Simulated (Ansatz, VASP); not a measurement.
One calculation of C, two programs

```
C
1.0
     1.62457    0.00000    0.00000
     0.00000    1.62457    0.00000
     0.00000    0.00000    3.93605
C
1
Cartesian
  0.8123 0.8123 0.0000
```

Alike in both runs: functional PBE; k mesh 34 × 34 × 14; occupations gaussian, width 0.1 eV; no spin polarisation.

Ansatz relaxed the structure, and its values are those at the end. VASP's run is a single point on that final structure, the one shown.

|  | VASP | Ansatz |
| --- | --- | --- |
| version | VASP 6.6.1 | Ansatz 0.2.0 |
| potentials or method | VASP PAW PBE potentials, release 64 (C), cutoff 520 eV | scalar-relativistic, plane waves, PAW |
| valence electrons in the cell | 4 | 4 |

Ansatz gave:

* gap on the k mesh at the Fermi level (eV): none
* pressure (GPa): 0.0

Question: Estimate VASP's values.

Answer: gap on the k mesh at the Fermi level (eV): none; pressure (GPa): 0.2.

A gap of «none» marks a metal or a gap that the smearing closes. The functional is the same, so the differences come from potentials, cutoffs and numerics.
